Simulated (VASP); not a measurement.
# GaN (Imm2) in VASP: single point with r2SCAN

Aim: the single point of GaN with r2SCAN.

All numbers are computed with VASP 6.6.1; they aren't measurements. Logs are shortened: lines on timing, memory, paths and dates and some standing lists are left out, and cuts for length are marked.

### 1 The cell of the first run

The structure is orthorhombic, space group Imm2 (No. 44). The conventional cell has a = 3.187 Å, b = 3.187 Å, c = 4.507 Å, α = 90.00°, β = 90.00°, γ = 90.00°. Within 2.5 Å of Ga (site symmetry mm2) lie 4 N at 1.87 to 2.04 Å. N (site symmetry mm2) has 4 Ga at 1.87 to 2.04 Å within 2.5 Å.

### 2 Single point, r2SCAN (atom 1 (Ga) moved by (+0.000, -0.150) A along [1 1 0] and z)

Contents of POSCAR:

```
GaN
1.0
    0.0000000000      2.2535006075      2.2535006075
    2.2535006075      0.0000000000      2.2535006075
    2.2535006075      2.2535006075      0.0000000000
Ga N
1 1
Direct
   -0.0332815530     -0.0332815530      0.0332815530
    0.7500000000      0.7500000000      0.7500000000
```

Contents of INCAR.step1:

```
SYSTEM = GaN
PREC = Accurate ; ENCUT = 910
ISMEAR = 0 ; SIGMA = 0.05
LREAL = .FALSE. ; LASPH = .TRUE.
NELM = 120 ; NBANDS = 16
GGA = PE ; ALGO = Normal
EDIFF = 1E-5 ; LWAVE = .TRUE.
LCHARG = .FALSE. ; GGA_COMPAT = .FALSE.
```

Contents of INCAR.step2:

```
SYSTEM = GaN
PREC = Accurate ; ENCUT = 910
EDIFF = 1E-6 ; ISMEAR = 0
SIGMA = 0.05 ; LREAL = .FALSE.
LASPH = .TRUE. ; NELM = 120
ALGO = Normal ; ISIF = 2
LWAVE = .FALSE. ; LCHARG = .FALSE.
METAGGA = R2SCAN ; LMIXTAU = .TRUE.
NBANDS = 16 ; ISTART = 1
GGA_COMPAT = .FALSE.
```

Contents of KPOINTS:

```
Automatic mesh
0
G
  10 10 10
  0 0 0
```

Potentials or basis: VASP PAW PBE potentials, release 64 (Ga_d, N_h).

Command:

```sh
$ cat potpaw_PBE.64/Ga_d/POTCAR potpaw_PBE.64/N_h/POTCAR > POTCAR
$ cp INCAR.step1 INCAR
$ mpirun -np 1 vasp_std > vasp.out
$ cp INCAR.step2 INCAR
$ mpirun -np 1 vasp_std > vasp.out
```

OUTCAR:

```text
SYSTEM = GaN
   PREC = Accurate
   ENCUT = 910
   EDIFF = 1E-6
   ISMEAR = 0
   LREAL = .FALSE.
   LASPH = .TRUE.
   NELM = 120
   ISIF = 2
   METAGGA = R2SCAN
   ISTART = 1

 ion  position               nearest neighbor table
   1  0.967  0.967  0.033-   2 1.87   2 1.87   2 2.04   2 2.04
   2  0.750  0.750  0.750-   1 1.87   1 1.87   1 2.04   1 2.04

  LATTYP: Found a face centered cubic cell.
 ALAT       =     4.5070012150

  Lattice vectors:

 A1 = (   0.0000000000,   2.2535006075,   2.2535006075)
 A2 = (   2.2535006075,   0.0000000000,   2.2535006075)
 A3 = (   2.2535006075,   2.2535006075,   0.0000000000)

Analysis of symmetry for initial positions (statically):
=====================================================================
 Subroutine PRICEL returns:
 Original cell was already a primitive cell.

 Routine SETGRP: Setting up the symmetry group for a
 face centered cubic supercell.

 Subroutine GETGRP returns: Found  4 space group operations
 (whereof  4 operations were pure point group operations)
 out of a pool of 48 trial point group operations.

The static configuration has the point symmetry C_2v.

Analysis of symmetry for dynamics (positions and initial velocities):
=====================================================================
 Subroutine PRICEL returns:
 Original cell was already a primitive cell.

 Routine SETGRP: Setting up the symmetry group for a
 face centered cubic supercell.

 Subroutine GETGRP returns: Found  4 space group operations
 (whereof  4 operations were pure point group operations)
 out of a pool of 48 trial point group operations.

The dynamic configuration has the point symmetry C_2v.

 Subroutine INISYM returns: Found  4 space group operations
 (whereof  4 operations are pure point group operations),
 and found     1 'primitive' translations

----------------------------------------------------------------------------------------

                                     Primitive cell

  volume of cell :      22.8877

  direct lattice vectors                    reciprocal lattice vectors
     0.000000000  2.253500607  2.253500607    -0.221877020  0.221877020  0.221877020
     2.253500607  0.000000000  2.253500607     0.221877020 -0.221877020  0.221877020
     2.253500607  2.253500607  0.000000000     0.221877020  0.221877020 -0.221877020

  length of vectors
     3.186931122  3.186931122  3.186931122     0.384302272  0.384302272  0.384302272

  position of ions in fractional coordinates (direct lattice)
     0.966718447  0.966718447  0.033281553
     0.750000000  0.750000000  0.750000000

  ion indices of the primitive-cell ions
   primitive index   ion index
                 1           1
                 2           2

----------------------------------------------------------------------------------------

 KPOINTS: Automatic mesh

Automatic generation of k-mesh.
 Grid dimensions read from file:
 generate k-points for:   10   10   10

 Generating k-lattice:

  Cartesian coordinates                     Fractional coordinates (reciprocal lattice)
    -0.022187702  0.022187702  0.022187702     0.100000000  0.000000000  0.000000000
     0.022187702 -0.022187702  0.022187702     0.000000000  0.100000000  0.000000000
     0.022187702  0.022187702 -0.022187702     0.000000000  0.000000000  0.100000000

  Length of vectors
     0.038430227  0.038430227  0.038430227

  Shift w.r.t. Gamma in fractional coordinates (k-lattice)
     0.000000000  0.000000000  0.000000000

 Subroutine IBZKPT returns following result:
 ===========================================

 Found    171 irreducible k-points:

 Following reciprocal coordinates:
            Coordinates               Weight
  0.000000  0.000000  0.000000      1.000000
  0.100000  0.000000  0.000000      4.000000
  0.000000  0.000000  0.100000      4.000000
  0.200000  0.000000  0.000000      4.000000
  0.000000  0.000000  0.200000      4.000000
  0.300000  0.000000  0.000000      4.000000
[... 16 lines left out ...]
  0.000000  0.400000  0.100000      8.000000
  0.100000  0.000000  0.400000      8.000000
 [... further k-points ...]
   k-points           NKPTS =    171   k-points in BZ     NKDIM =    171   number of bands    NBANDS=     16
   number of dos      NEDOS =    301   number of ions     NIONS =      2
   total plane-waves  NPLWV =  32768
   dimension x,y,z NGX =    32 NGY =   32 NGZ =   32
   dimension x,y,z NGXF=    64 NGYF=   64 NGZF=   64
   ions per type =               1   1
   NGX,Y,Z   is equivalent  to a cutoff of  16.69, 16.69, 16.69 a.u.
   NGXF,Y,Z  is equivalent  to a cutoff of  33.39, 33.39, 33.39 a.u.
 SYSTEM =  GaN
   PREC   = accura    normal or accurate (medium, high low for compatibility)
   ISTART =      1    job   : 0-new  1-cont  2-samecut
   ICHARG =      0    charge: 1-file 2-atom 10-const
   ISPIN  =      1    spin polarized calculation?
   LNONCOLLINEAR =      F non collinear calculations
   LSORBIT =      F    spin-orbit coupling
   LASPH  =      T    aspherical Exc in radial PAW
   ENCUT  =  910.0 eV  66.88 Ry    8.18 a.u.   7.84  7.84  7.84*2*pi/ulx,y,z
   NELM   =    120;   NELMIN=  2; NELMDL=  0     # of ELM steps
   EDIFF  = 0.1E-05   stopping-criterion for ELM
   LREAL  =      F    real-space projection
   EDIFFG = 0.1E-04   stopping-criterion for IOM
   NSW    =      0    number of steps for IOM
   IBRION =     -1    ionic relax: 0-MD 1-quasi-New 2-CG
   NFREE  =      0    steps in history (QN), initial steepest desc. (CG)
   ISIF   =      2    stress and relaxation
   ISYM   =      2    0-nonsym 1-usesym 2-fastsym
   POTIM  = 0.5000    time-step for ionic-motion
   TEBEG  =    0.0;   TEEND  =   0.0 temperature during run
   PSTRESS=    0.0 pullay stress
   NELECT =      18.0000    total number of electrons
   NUPDOWN=      -1.0000    fix difference up-down
   EMIN   =  10.00;   EMAX   =-10.00  energy-range for DOS
   EFERMI =   0.00;   METHOD = LEGACY
   ISMEAR =     0;   SIGMA  =   0.05  broadening in eV -4-tet -1-fermi 0-gaus
   EFERMI_NEDOS =   21; number of points for ismear=-14 and -15
   IALGO  =     38    algorithm
   IMIX   =      4    mixing-type and parameters
     AMIX     =   0.40;   BMIX     =  1.00
     AMIX_MAG =   1.60;   BMIX_MAG =  1.00
  volume/ion in A,a.u.               =      11.44        77.23
  Fermi-wavevector in a.u.,A,eV,Ry     =   1.511117  2.855596 31.068543  2.283473
  Thomas-Fermi vector in A             =   2.621216
   LORBIT       =      0    0 simple, 1 ext, 2 COOP (PROOUT), +10 PAW based schemes
   METAGGA = R2SCAN    functional components
   LHFCALC =     F    Hartree Fock is set to
   AEXX    =    0.0000 exact exchange contribution
   IVDW    =     0    specifies the selected vdW correction
   LEPSILON=     F    determine dielectric tensor
   LRPA    =     F    only Hartree local field effects (RPA)
 non-spin polarized calculation
 Gauss-broadening in eV      SIGMA  =   0.05
  energy-cutoff  :      910.00
  volume of cell :       22.89
 maximum number of plane-waves:      1458
   NGX = 15   NGY = 15   NGZ = 15

 number of electron      18.0000002 magnetization

 Free energy of the ion-electron system (eV)
  ---------------------------------------------------
  ext. energy  EPLUGINS =         0.00000000
  ---------------------------------------------------
  free energy    TOTEN  =       -21.75460384 eV

  energy without entropy =      -21.75460384  energy(sigma->0) =      -21.75460384

 E-fermi :   5.7886     XC(G=0): -12.6236

 val. band max:        5.5301486056   @ k =   0.0000   0.0000   0.0000
 cond. band min:       7.4367318548   @ k =   0.0000   0.0000   0.0000
 fundamental gap:      1.9065832492
 Fermi energy:         5.7886279923

 k-point     1 :       0.0000    0.0000    0.0000
  band No.  band energies     occupation
      1     -11.4982      2.00000
      2      -8.6105      2.00000
      3      -8.5119      2.00000
      4      -8.5031      2.00000
      5      -8.2183      2.00000
      6      -8.2041      2.00000
[... 8 lines left out ...]
     15      24.6241      0.00000
     16      25.0825      0.00000

 k-point     2 :       0.1000    0.0000    0.0000
  band No.  band energies     occupation
      1     -11.3947      2.00000
      2      -8.5960      2.00000
      3      -8.5220      2.00000
      4      -8.4378      2.00000
      5      -8.2194      2.00000
      6      -8.2048      2.00000
[... 8 lines left out ...]
     15      23.7572      0.00000
     16      23.7848      0.00000

 k-point     3 :       0.0000    0.0000    0.1000
  band No.  band energies     occupation
      1     -11.3832      2.00000
      2      -8.5963      2.00000
      3      -8.4987      2.00000
      4      -8.4607      2.00000
      5      -8.2189      2.00000
      6      -8.2062      2.00000
[... 8 lines left out ...]
     15      23.5117      0.00000
     16      23.8050      0.00000

 k-point     4 :       0.2000    0.0000    0.0000
  band No.  band energies     occupation
      1     -11.1301      2.00000
      2      -8.5612      2.00000
      3      -8.5072      2.00000
      4      -8.2598      2.00000
      5      -8.2174      2.00000
      6      -8.2034      2.00000
[... 8 lines left out ...]
     15      22.9211      0.00000
     16      23.1123      0.00000

 k-point     5 :       0.0000    0.0000    0.2000
  band No.  band energies     occupation
      1     -11.0865      2.00000
      2      -8.5477      2.00000
      3      -8.4686      2.00000
      4      -8.3136      2.00000
      5      -8.2119      2.00000
      6      -8.2067      2.00000
[... 8 lines left out ...]
     15      22.7158      0.00000
     16      22.7347      0.00000

 k-point     6 :       0.3000    0.0000    0.0000
  band No.  band energies     occupation
      1     -10.8324      2.00000
      2      -8.5258      2.00000
      3      -8.4890      2.00000
      4      -8.2071      2.00000
      5      -8.1928      2.00000
      6      -7.8835      2.00000
[... 8 lines left out ...]
     15      23.4081      0.00000
     16      23.8729      0.00000

 k-point     7 :       0.0000    0.0000    0.3000
  band No.  band energies     occupation
      1     -10.7500      2.00000
      2      -8.4906      2.00000
      3      -8.4439      2.00000
      4      -8.2057      2.00000
      5      -8.1938      2.00000
      6      -7.9453      2.00000
[... 8 lines left out ...]
     15      22.9884      0.00000
     16      23.3975      0.00000

 k-point     8 :       0.4000    0.0000    0.0000
  band No.  band energies     occupation
      1     -10.6320      2.00000
      2      -8.5049      2.00000
      3      -8.4815      2.00000
      4      -8.1884      2.00000
      5      -8.1754      2.00000
      6      -7.3474      2.00000
[... 8 lines left out ...]
     15      24.9319      0.00000
     16      25.5299      0.00000

 k-point     9 :       0.0000    0.0000    0.4000
  band No.  band energies     occupation
      1     -10.5265      2.00000
      2      -8.4606      2.00000
      3      -8.4357      2.00000
      4      -8.1745      2.00000
      5      -8.1708      2.00000
      6      -7.3795      2.00000
[... 8 lines left out ...]
     15      24.4036      0.00000
     16      24.9724      0.00000
[... 172 lines left out ...]
 k-point    19 :       0.0000    0.3000    0.1000
  band No.  band energies     occupation
      1     -10.8570      2.00000
      2      -8.5370      2.00000
      3      -8.4728      2.00000
      4      -8.2536      2.00000
      5      -8.1880      2.00000
      6      -7.9545      2.00000
[... 8 lines left out ...]
     15      23.7690      0.00000
     16      25.1915      0.00000

 k-point    20 :       0.1000    0.0000    0.3000
  band No.  band energies     occupation
      1     -10.7901      2.00000
      2      -8.4819      2.00000
      3      -8.4425      2.00000
      4      -8.2453      2.00000
      5      -8.1887      2.00000
      6      -8.0283      2.00000
[... 8 lines left out ...]
     15      23.9809      0.00000
     16      24.5207      0.00000

 k-point    21 :       0.1000    0.1000   -0.2000
  band No.  band energies     occupation
      1     -10.8155      2.00000
      2      -8.5142      2.00000
      3      -8.4244      2.00000
      4      -8.2761      2.00000
      5      -8.1779      2.00000
      6      -7.9896      2.00000
[... 8 lines left out ...]
     15      23.9433      0.00000
     16      24.8060      0.00000

 k-point    22 :       0.4000    0.1000    0.0000
  band No.  band energies     occupation
      1     -10.6423      2.00000
      2      -8.4861      2.00000
      3      -8.4645      2.00000
      4      -8.2264      2.00000
      5      -8.1664      2.00000
      6      -7.4594      2.00000
[... 8 lines left out ...]
     15      24.2756      0.00000
     16      25.8575      0.00000

 k-point    23 :       0.0000    0.4000    0.1000
  band No.  band energies     occupation
      1     -10.6328      2.00000
      2      -8.5095      2.00000
      3      -8.4600      2.00000
      4      -8.2283      2.00000
      5      -8.1753      2.00000
      6      -7.4560      2.00000
[... 8 lines left out ...]
     15      23.7459      0.00000
     16      26.3096      0.00000

 k-point    24 :       0.1000    0.0000    0.4000
  band No.  band energies     occupation
      1     -10.5425      2.00000
      2      -8.4476      2.00000
      3      -8.4292      2.00000
      4      -8.2137      2.00000
      5      -8.1645      2.00000
      6      -7.5052      2.00000
[... 8 lines left out ...]
     15      24.1429      0.00000
     16      25.4462      0.00000

 [... further k-points ...]
[... 5 lines left out ...]
  --------------------------------------------------------------------------------------
  -------------------------------------------------------------------------------------
  Total        0.4352526      0.4352526     -0.0142616      1.2861677      0.0000000      0.0000000
  in kB       30.4683473     30.4683473     -0.9983359     90.0337136      0.0000000      0.0000000
  external PRESSURE =      19.9794529 kB  Pullay stress =       0.0000000 kB

 VOLUME and BASIS-vectors are now :
 -----------------------------------------------------------------------------
  energy-cutoff  :      910.00
  volume of cell :       22.89
      direct lattice vectors                 reciprocal lattice vectors
     0.000000000  2.253500607  2.253500607    -0.221877020  0.221877020  0.221877020
     2.253500607  0.000000000  2.253500607     0.221877020 -0.221877020  0.221877020
     2.253500607  2.253500607  0.000000000     0.221877020  0.221877020 -0.221877020

 POSITION                                       TOTAL-FORCE (eV/Angst)
 -----------------------------------------------------------------------------------
      2.25350      2.25350      4.35700        -0.000000     -0.000000      1.862108
      3.38025      3.38025      3.38025         0.000000      0.000000     -1.862108
 -----------------------------------------------------------------------------------
    total drift:                                0.000001      0.000001     -0.002370

  FREE ENERGIE OF THE ION-ELECTRON SYSTEM (eV)
  ---------------------------------------------------
  free  energy   TOTEN  =       -21.7546038397 eV

  energy  without entropy=      -21.7546038397  energy(sigma->0) =      -21.75460384
```

Run time: 2.6 min. Hardware: 1 thread of Intel Xeon 6975P-C (Granite Rapids), shared host; peak memory 0.29 GiB.

Results:

- Free energy: -21.7546 eV
- Pressure: 2.0 GPa
- Largest force: 1.862 eV/Å
- Band gap on the k mesh: 1.91 eV

Forces on the atoms (eV/Å):
```
Ga   0.000  0.000  1.862
N    0.000  0.000 -1.862
```

Caveat: the cell differs from its parent crystal (atom 1 (Ga) moved by (+0.000, -0.150) A along [1 1 0] and z); the cutoff is under 1.25 times the usual one of these potentials, so pressure, stress and relaxed cells hold a basis-set (Pulay) error; the PAW data sets were made with another functional, which shifts forces and pressure a little.
